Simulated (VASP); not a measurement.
Runs of VASP 6.6.1 on Mg2Be. The structure is that of space group I4_1/amd (No. 141), or close to it. The cells are those of the table. 

| task | cell | k mesh | cutoff (eV) | gap on the mesh (eV) | pressure (GPa) | relaxed volume (Å³/atom) | largest force (eV/Å) |
| --- | --- | --- | --- | --- | --- | --- | --- |
| relaxation of cell and atoms | relaxed from a = 6.040 Å, angles 131.2, 131.2, 71.5°, 6 atoms | 10 × 10 × 10 | 600 | none | 0.0 | 20.20 | - |
| single point | a = 6.040 Å, angles 131.2, 131.2, 71.5°, 6 atoms | 6 × 6 × 6 | 520 | none | -0.1 | - | - |
| single point | a = 6.071 Å, angles 139.4, 139.4, 58.7°, 6 atoms | 6 × 6 × 6 | 520 | none | 30.8 | - | (a) |
| single point | a = 6.003 Å, angles 130.8, 130.8, 72.2°, 6 atoms | 10 × 10 × 10 | 520 | none | -0.1 | - | - |
| relaxation of cell and atoms | relaxed from a = 6.071 Å, angles 139.4, 139.4, 58.7°, 6 atoms | 6 × 6 × 6 | 600 | none | 0.1 | 20.09 | 0.04 |

Alike in all rows: level PBE; potentials or basis VASP PAW PBE potentials, release 64 (Mg, Be); no spin polarisation; smearing gaussian 0.1 eV.

Question: Estimate the missing entries.

Answer: (a) 1.58.

Caveats: forces of over 1 eV/Å act on the atoms, so gaps and moduli don't describe the material at rest (some runs); the volume moved by over 15 % at a fixed basis, so the end points are rough (some runs).

A gap of «none» marks levels without a gap at the run's occupations.
